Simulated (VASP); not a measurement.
# FeSi (Pm-3m) in VASP: notebook

The runs below take FeSi through single point, relaxation of cell and atoms, with PBEsol.

All numbers are computed with VASP 6.6.1; they aren't measurements. Logs are shortened: lines on timing, memory, paths and dates and some standing lists are left out, and cuts for length are marked.

## (1) The cell of the first run

The structure is cubic, space group Pm-3m (No. 221). The conventional cell has a = 2.493 Å, b = 2.493 Å, c = 2.493 Å, α = 90.00°, β = 90.00°, γ = 90.00°. Fe (site symmetry m-3m) has 8 Si at 2.16 Å and 6 Fe at 2.49 Å within 2.9 Å. Si (site symmetry m-3m) has 8 Fe at 2.16 Å and 6 Si at 2.49 Å within 2.9 Å.

## (2) Single point, PBEsol (volume scaled by 0.760)

Input file INCAR:

```
ALGO     = Normal         # electronic algorithm
EDIFF    = 1E-7           # SCF threshold, eV
ENCUT    = 520            # plane-wave cutoff, eV
GGA      = PS             # functional
ISIF     = 2              # what is computed and relaxed
ISMEAR   = 0              # smearing method
LASPH    = True           # aspherical terms in the spheres
LCHARG   = False          # write CHGCAR
LREAL    = False          # projectors in reciprocal space
LWAVE    = False          # write WAVECAR
NBANDS   = 13             # bands
NELM     = 60             # most SCF steps
PREC     = Accurate       # precision mode
SIGMA    = 0.05           # smearing width, eV
```

Input file KPOINTS:

```
k-points
0
Gamma
  18 18 18
```

Input file POSCAR:

```
FeSi
1.0
    2.4932094075      0.0000000000      0.0000000000
    0.0000000000      2.4932094075      0.0000000000
    0.0000000000      0.0000000000      2.4932094075
Fe Si
1 1
Direct
    0.0000000000      0.0000000000      0.0000000000
    0.5000000000      0.5000000000      0.5000000000
```

Potentials or basis: VASP PAW PBE potentials, release 64 (Fe, Si).

Run with:

```sh
$ cat potpaw_PBE.64/Fe/POTCAR potpaw_PBE.64/Si/POTCAR > POTCAR
$ mpirun -np 1 vasp_std > vasp.out
```

OUTCAR:

```text
EDIFF = 1E-7
   ENCUT = 520
   GGA = PS
   ISIF = 2
   ISMEAR = 0
   LASPH = True
   LREAL = False
   NELM = 60
   PREC = Accurate

 ion  position               nearest neighbor table
   1  0.000  0.000  0.000-   2 2.16   2 2.16   2 2.16   2 2.16   2 2.16   2 2.16   2 2.16   2 2.16

   2  0.500  0.500  0.500-   1 2.16   1 2.16   1 2.16   1 2.16   1 2.16   1 2.16   1 2.16   1 2.16

  LATTYP: Found a simple cubic cell.
 ALAT       =     2.4932094075

  Lattice vectors:

 A1 = (   2.4932094075,   0.0000000000,   0.0000000000)
 A2 = (   0.0000000000,   2.4932094075,   0.0000000000)
 A3 = (   0.0000000000,   0.0000000000,   2.4932094075)

Analysis of symmetry for initial positions (statically):
=====================================================================
 Subroutine PRICEL returns:
 Original cell was already a primitive cell.

 Routine SETGRP: Setting up the symmetry group for a
 simple cubic supercell.

 Subroutine GETGRP returns: Found 48 space group operations
 (whereof 48 operations were pure point group operations)
 out of a pool of 48 trial point group operations.

The static configuration has the point symmetry O_h .

Analysis of symmetry for dynamics (positions and initial velocities):
=====================================================================
 Subroutine PRICEL returns:
 Original cell was already a primitive cell.

 Routine SETGRP: Setting up the symmetry group for a
 simple cubic supercell.

 Subroutine GETGRP returns: Found 48 space group operations
 (whereof 48 operations were pure point group operations)
 out of a pool of 48 trial point group operations.

The dynamic configuration has the point symmetry O_h .

 Subroutine INISYM returns: Found 48 space group operations
 (whereof 48 operations are pure point group operations),
 and found     1 'primitive' translations

----------------------------------------------------------------------------------------

                                     Primitive cell

  volume of cell :      15.4980

  direct lattice vectors                    reciprocal lattice vectors
     2.493209408  0.000000000  0.000000000     0.401089454  0.000000000  0.000000000
     0.000000000  2.493209408  0.000000000     0.000000000  0.401089454  0.000000000
     0.000000000  0.000000000  2.493209408     0.000000000  0.000000000  0.401089454

  length of vectors
     2.493209408  2.493209408  2.493209408     0.401089454  0.401089454  0.401089454

  position of ions in fractional coordinates (direct lattice)
     0.000000000  0.000000000  0.000000000
     0.500000000  0.500000000  0.500000000

  ion indices of the primitive-cell ions
   primitive index   ion index
                 1           1
                 2           2

----------------------------------------------------------------------------------------

 KPOINTS: k-points

Automatic generation of k-mesh.
 Grid dimensions read from file:
 generate k-points for:   18   18   18

 Generating k-lattice:

  Cartesian coordinates                     Fractional coordinates (reciprocal lattice)
     0.022282747  0.000000000  0.000000000     0.055555556  0.000000000  0.000000000
     0.000000000  0.022282747  0.000000000     0.000000000  0.055555556  0.000000000
     0.000000000  0.000000000  0.022282747     0.000000000  0.000000000  0.055555556

  Length of vectors
     0.022282747  0.022282747  0.022282747

  Shift w.r.t. Gamma in fractional coordinates (k-lattice)
     0.000000000  0.000000000  0.000000000

 Subroutine IBZKPT returns following result:
 ===========================================

 Found    220 irreducible k-points:

 Following reciprocal coordinates:
            Coordinates               Weight
  0.000000  0.000000  0.000000      1.000000
  0.055556  0.000000  0.000000      6.000000
  0.111111  0.000000  0.000000      6.000000
  0.166667  0.000000  0.000000      6.000000
  0.222222  0.000000  0.000000      6.000000
  0.277778  0.000000  0.000000      6.000000
[... 16 lines left out ...]
  0.277778  0.111111  0.000000     24.000000
  0.333333  0.111111  0.000000     24.000000
 [... further k-points ...]
   k-points           NKPTS =    220   k-points in BZ     NKDIM =    220   number of bands    NBANDS=     13
   number of dos      NEDOS =    301   number of ions     NIONS =      2
   total plane-waves  NPLWV =   8000
   dimension x,y,z NGX =    20 NGY =   20 NGZ =   20
   dimension x,y,z NGXF=    40 NGYF=   40 NGZF=   40
   ions per type =               1   1
   NGX,Y,Z   is equivalent  to a cutoff of  13.34, 13.34, 13.34 a.u.
   NGXF,Y,Z  is equivalent  to a cutoff of  26.67, 26.67, 26.67 a.u.
 SYSTEM =  unknown system
   PREC   = accura    normal or accurate (medium, high low for compatibility)
   ISTART =      0    job   : 0-new  1-cont  2-samecut
   ICHARG =      2    charge: 1-file 2-atom 10-const
   ISPIN  =      1    spin polarized calculation?
   LNONCOLLINEAR =      F non collinear calculations
   LSORBIT =      F    spin-orbit coupling
   LASPH  =      T    aspherical Exc in radial PAW
   ENCUT  =  520.0 eV  38.22 Ry    6.18 a.u.   4.64  4.64  4.64*2*pi/ulx,y,z
   NELM   =     60;   NELMIN=  2; NELMDL= -5     # of ELM steps
   EDIFF  = 0.1E-06   stopping-criterion for ELM
   LREAL  =      F    real-space projection
   EDIFFG = 0.1E-05   stopping-criterion for IOM
   NSW    =      0    number of steps for IOM
   IBRION =     -1    ionic relax: 0-MD 1-quasi-New 2-CG
   NFREE  =      0    steps in history (QN), initial steepest desc. (CG)
   ISIF   =      2    stress and relaxation
   ISYM   =      2    0-nonsym 1-usesym 2-fastsym
   POTIM  = 0.5000    time-step for ionic-motion
   TEBEG  =    0.0;   TEEND  =   0.0 temperature during run
   PSTRESS=    0.0 pullay stress
   NELECT =      12.0000    total number of electrons
   NUPDOWN=      -1.0000    fix difference up-down
   EMIN   =  10.00;   EMAX   =-10.00  energy-range for DOS
   EFERMI =   0.00;   METHOD = LEGACY
   ISMEAR =     0;   SIGMA  =   0.05  broadening in eV -4-tet -1-fermi 0-gaus
   EFERMI_NEDOS =   21; number of points for ismear=-14 and -15
   IALGO  =     38    algorithm
   IMIX   =      4    mixing-type and parameters
     AMIX     =   0.40;   BMIX     =  1.00
     AMIX_MAG =   1.60;   BMIX_MAG =  1.00
  volume/ion in A,a.u.               =       7.75        52.29
  Fermi-wavevector in a.u.,A,eV,Ry     =   1.503291  2.840809 30.747600  2.259885
  Thomas-Fermi vector in A             =   2.614421
   LORBIT       =      0    0 simple, 1 ext, 2 COOP (PROOUT), +10 PAW based schemes
   GGA     = PS    functional components
   LHFCALC =     F    Hartree Fock is set to
   AEXX    =    0.0000 exact exchange contribution
   IVDW    =     0    specifies the selected vdW correction
   LEPSILON=     F    determine dielectric tensor
   LRPA    =     F    only Hartree local field effects (RPA)
 non-spin polarized calculation
 Gauss-broadening in eV      SIGMA  =   0.05
  energy-cutoff  :      520.00
  volume of cell :       15.50
 maximum number of plane-waves:       437
 NGX is ok and might be reduce to    20
   NGX =  9   NGY =  9   NGZ =  9

 number of electron      12.0000005 magnetization

 Free energy of the ion-electron system (eV)
  ---------------------------------------------------
  ext. energy  EPLUGINS =         0.00000000
  ---------------------------------------------------
  free energy    TOTEN  =       -14.34626060 eV

  energy without entropy =      -14.34547262  energy(sigma->0) =      -14.34586661

 E-fermi :  15.9054     XC(G=0): -14.7573

 val. band max:       15.9022487810   @ k =   0.5000   0.5000   0.2778
 cond. band min:      15.9115093861   @ k =   0.5000   0.4444   0.1111
 fundamental gap:      0.0092606051
 Fermi energy:        15.9054280166

 k-point     1 :       0.0000    0.0000    0.0000
  band No.  band energies     occupation
      1      -1.2871      2.00000
      2       9.7237      2.00000
      3       9.7237      2.00000
      4      14.4922      2.00000
      5      14.4922      2.00000
      6      14.4922      2.00000
      7      20.3666      0.00000
      8      20.3666      0.00000
      9      20.3666      0.00000
     10      24.9632      0.00000
     11      24.9632      0.00000
     12      35.8699      0.00000
     13      39.5222      0.00000

 k-point     2 :       0.0556    0.0000    0.0000
  band No.  band energies     occupation
      1      -1.2091      2.00000
      2       9.7033      2.00000
      3       9.7604      2.00000
      4      14.3926      2.00000
      5      14.3926      2.00000
      6      14.5015      2.00000
      7      19.9128      0.00000
      8      20.5193      0.00000
      9      20.5193      0.00000
     10      24.8813      0.00000
     11      25.4411      0.00000
     12      36.0547      0.00000
     13      38.7894      0.00000

 k-point     3 :       0.1111    0.0000    0.0000
  band No.  band energies     occupation
      1      -0.9764      2.00000
      2       9.6220      2.00000
      3       9.8680      2.00000
      4      14.1268      2.00000
      5      14.1268      2.00000
      6      14.5285      2.00000
      7      18.9511      0.00000
      8      20.9457      0.00000
      9      20.9457      0.00000
     10      24.6418      0.00000
     11      26.4811      0.00000
     12      36.6139      0.00000
     13      37.3860      0.00000
[... 305 lines left out ...]
 k-point    23 :       0.2778    0.1111    0.0000
  band No.  band energies     occupation
      1       0.8694      2.00000
      2       8.5618      2.00000
      3      10.4482      2.00000
      4      12.6660      2.00000
      5      13.0610      2.00000
      6      14.3829      2.00000
      7      16.8677      0.00000
      8      21.2299      0.00000
      9      23.7002      0.00000
     10      24.6439      0.00000
     11      30.6917      0.00000
     12      31.4101      0.00000
     13      32.9561      0.00000

 k-point    24 :       0.3333    0.1111    0.0000
  band No.  band energies     occupation
      1       1.6333      2.00000
      2       7.7150      2.00000
      3      10.7190      2.00000
      4      12.4067      2.00000
      5      12.7565      2.00000
      6      14.4407      2.00000
      7      16.5557      0.00000
      8      21.6572      0.00000
      9      24.5436      0.00000
     10      24.6293      0.00000
     11      30.1739      0.00000
     12      31.5592      0.00000
     13      31.6731      0.00000

 [... further k-points ...]

------------------------ aborting loop because EDIFF is reached ----------------------------------------

  FORCE on cell =-STRESS in cart. coord.  units (eV):
  Direction    XX          YY          ZZ          XY          YZ          ZX
  --------------------------------------------------------------------------------------
  -------------------------------------------------------------------------------------
  Total       13.0347503     13.0347503     13.0347503     -0.0000000      0.0000000     -0.0000000
  in kB     1347.5256093   1347.5256093   1347.5256093     -0.0000000      0.0000000     -0.0000000
  external PRESSURE =    1347.5256093 kB  Pullay stress =       0.0000000 kB

 VOLUME and BASIS-vectors are now :
 -----------------------------------------------------------------------------
  energy-cutoff  :      520.00
  volume of cell :       15.50
      direct lattice vectors                 reciprocal lattice vectors
     2.493209408  0.000000000  0.000000000     0.401089454  0.000000000  0.000000000
     0.000000000  2.493209408  0.000000000     0.000000000  0.401089454  0.000000000
     0.000000000  0.000000000  2.493209408     0.000000000  0.000000000  0.401089454

 POSITION                                       TOTAL-FORCE (eV/Angst)
 -----------------------------------------------------------------------------------
      0.00000      0.00000      0.00000         0.000000      0.000000      0.000000
      1.24660      1.24660      1.24660         0.000000      0.000000      0.000000
 -----------------------------------------------------------------------------------
    total drift:                                0.000000      0.000000     -0.000000

  FREE ENERGIE OF THE ION-ELECTRON SYSTEM (eV)
  ---------------------------------------------------
  free  energy   TOTEN  =       -14.3462605980 eV

  energy  without entropy=      -14.3454726161  energy(sigma->0) =      -14.34586661
```

Wall time 15 s (1 thread of Intel Xeon 6975P-C (Granite Rapids), shared host); peak memory 0.16 GiB.

Results:

```
Free energy            : -14.3463 eV
Pressure               : 134.8 GPa
Band gap on the k mesh : zero (band 6 reaches 16.87 eV, above the bottom of band 7 at 15.85 eV)
```

Levels at points of the mesh, in eV from the Fermi level:
```
           k point  band 4  band 5  band 6  band 7  band 8  band 9
(0.00, 0.00, 0.00)   -1.41   -1.41   -1.41    4.46    4.46    4.46
(0.50, 0.00, 0.00)   -3.64   -3.64   -1.09    0.54    5.99   11.16
(0.50, 0.50, 0.00)   -5.79   -3.04   -3.04   -0.06    3.86    4.37
(0.50, 0.50, 0.50)    0.03    0.03    0.76    1.37    1.37    1.37
```

Caveat: the PAW data sets were made with another functional, which shifts forces and pressure a little. Spin polarisation is off, so any magnetic state and its effect on volume and gap are missing.

## (3) Single point, PBEsol (volume scaled by 1.040)

Input file INCAR:

```
  PREC = Accurate
  ENCUT = 520
  EDIFF = 1E-6
  ISMEAR = 0
  SIGMA = 0.05
  LREAL = F
  LASPH = T
  NELM = 60
  ALGO = Normal
  ISIF = 2
  LWAVE = F
  LCHARG = T
  GGA = PS
  LELF = T
  LVHAR = T
  NBANDS = 13
```

Input file KPOINTS:

```
regular mesh
0
Gamma
  16 16 16
```

Input file POSCAR:

```
FeSi
1.0
    2.7679952420      0.0000000000      0.0000000000
    0.0000000000      2.7679952420      0.0000000000
    0.0000000000      0.0000000000      2.7679952420
Fe Si
1 1
Direct
    0.0000000000      0.0000000000      0.0000000000
    0.5000000000      0.5000000000      0.5000000000
```

Potentials or basis: VASP PAW PBE potentials, release 64 (Fe, Si).

Run with:

```sh
$ cat potpaw_PBE.64/Fe/POTCAR potpaw_PBE.64/Si/POTCAR > POTCAR
$ mpirun -np 1 vasp_std > vasp.out
```

It took 13 s on 1 thread of Intel Xeon 6975P-C (Granite Rapids), shared host; peak memory 0.17 GiB.

The run converged. Its results:

- Free energy: -15.9264 eV
- Pressure: -9.0 GPa
- Band gap on the k mesh: zero (band 6 reaches 10.90 eV, above the bottom of band 7 at 10.69 eV)

Levels at points of the mesh, in eV from the Fermi level:
```csv
k point,band 2,band 3,band 4,band 5,band 6,band 7,band 8,band 9,band 10,band 11
"(0.00, 0.00, 0.00)",-3.78,-3.78,-0.81,-0.81,-0.81,3.25,3.25,3.25,8.06,8.06
"(0.50, 0.00, 0.00)",-8.71,-2.87,-2.35,-2.35,-0.63,0.33,6.67,8.64,8.64,9.83
"(0.50, 0.50, 0.00)",-5.10,-5.10,-3.82,-1.79,-1.79,0.00,2.34,2.73,8.26,13.68
"(0.50, 0.50, 0.50)",-5.95,-5.95,-1.50,0.06,0.06,1.64,1.64,1.64,4.39,4.39
```

Caveat: the PAW data sets were made with another functional, which shifts forces and pressure a little. Spin polarisation is off, so any magnetic state and its effect on volume and gap are missing.

## (4) Single point, PBEsol (volume scaled by 0.800)

Input file INCAR:

```
PREC = Accurate ; ENCUT = 520
EDIFF = 1E-7 ; ISMEAR = 0
SIGMA = 0.05 ; LREAL = False
LASPH = True ; NELM = 100
ALGO = Normal ; ISIF = 2
LWAVE = False ; LCHARG = False
GGA = PS ; NBANDS = 13
```

Input file KPOINTS:

```
Automatic mesh
0
Gamma
  18 18 18
```

Input file POSCAR:

```
FeSi
1.0
    2.5362042258      0.0000000000      0.0000000000
    0.0000000000      2.5362042258      0.0000000000
    0.0000000000      0.0000000000      2.5362042258
Fe Si
1 1
Direct
    0.0000000000      0.0000000000      0.0000000000
    0.5000000000      0.5000000000      0.5000000000
```

Potentials or basis: VASP PAW PBE potentials, release 64 (Fe, Si).

Run with:

```sh
$ cat potpaw_PBE.64/Fe/POTCAR potpaw_PBE.64/Si/POTCAR > POTCAR
$ mpirun -np 1 vasp_std > vasp.out
```

OUTCAR:

```text
PREC = Accurate
   ENCUT = 520
   EDIFF = 1E-7
   ISMEAR = 0
   LREAL = False
   LASPH = True
   NELM = 100
   ISIF = 2
   GGA = PS

 ion  position               nearest neighbor table
   1  0.000  0.000  0.000-   2 2.20   2 2.20   2 2.20   2 2.20   2 2.20   2 2.20   2 2.20   2 2.20

   2  0.500  0.500  0.500-   1 2.20   1 2.20   1 2.20   1 2.20   1 2.20   1 2.20   1 2.20   1 2.20

  LATTYP: Found a simple cubic cell.
 ALAT       =     2.5362042258

  Lattice vectors:

 A1 = (   2.5362042258,   0.0000000000,   0.0000000000)
[... 563 lines left out ...]
      9      23.3192      0.00000
     10      23.4990      0.00000
     11      28.7010      0.00000
     12      30.1242      0.00000
     13      30.2397      0.00000

 [... further k-points ...]
[... 5 lines left out ...]
  --------------------------------------------------------------------------------------
  -------------------------------------------------------------------------------------
  Total        9.9371153      9.9371153      9.9371153     -0.0000000     -0.0000000      0.0000000
  in kB      975.9290549    975.9290549    975.9290549     -0.0000000     -0.0000000      0.0000000
  external PRESSURE =     975.9290549 kB  Pullay stress =       0.0000000 kB

 VOLUME and BASIS-vectors are now :
 -----------------------------------------------------------------------------
  energy-cutoff  :      520.00
  volume of cell :       16.31
      direct lattice vectors                 reciprocal lattice vectors
     2.536204226  0.000000000  0.000000000     0.394290014  0.000000000  0.000000000
     0.000000000  2.536204226  0.000000000     0.000000000  0.394290014  0.000000000
     0.000000000  0.000000000  2.536204226     0.000000000  0.000000000  0.394290014

 POSITION                                       TOTAL-FORCE (eV/Angst)
 -----------------------------------------------------------------------------------
      0.00000      0.00000      0.00000         0.000000      0.000000      0.000000
      1.26810      1.26810      1.26810         0.000000      0.000000      0.000000
 -----------------------------------------------------------------------------------
    total drift:                                0.000000      0.000000     -0.000000

  FREE ENERGIE OF THE ION-ELECTRON SYSTEM (eV)
  ---------------------------------------------------
  free  energy   TOTEN  =       -14.9340360255 eV

  energy  without entropy=      -14.9331815495  energy(sigma->0) =      -14.93360879
```

stdout:

```text
POSCAR found type information on POSCAR FeSi
 POSCAR found :  2 types and       2 ions
 scaLAPACK will be used
 -----------------------------------------------------------------------------
|                                                                             |
|                                                                             |
|     You enforced a specific xc type in the INCAR file but a different       |
|     I HOPE YOU KNOW WHAT YOU ARE DOING!                                     |
|                                                                             |
 -----------------------------------------------------------------------------

 LDA part: xc-table for (Slater+PW92), standard interpolation
 POSCAR, INCAR and KPOINTS ok, starting setup
 FFT: planning ... GRIDC
 FFT: planning ... GRID_SOFT
 FFT: planning ... GRID
 WAVECAR not read
 entering main loop
```

It took 15 s on 1 thread of Intel Xeon 6975P-C (Granite Rapids), shared host; peak memory 0.16 GiB.

What came out:

- Free energy: -14.9340 eV
- Pressure: 97.6 GPa
- Band gap on the k mesh: zero (band 6 reaches 15.67 eV, above the bottom of band 7 at 14.94 eV)

Levels at points of the mesh, in eV from the Fermi level:
```
           k point  band 4  band 5  band 6  band 7  band 8  band 9
(0.00, 0.00, 0.00)   -1.31   -1.31   -1.31    4.21    4.21    4.21
(0.50, 0.00, 0.00)   -3.40   -3.40   -1.01    0.49    6.12   10.91
(0.50, 0.50, 0.00)   -5.44   -2.80   -2.80   -0.05    3.63    3.97
(0.50, 0.50, 0.50)    0.03    0.03    0.31    1.38    1.38    1.38
```

Caveat: the PAW data sets were made with another functional, which shifts forces and pressure a little.

(Continued in part 2 of 2.)
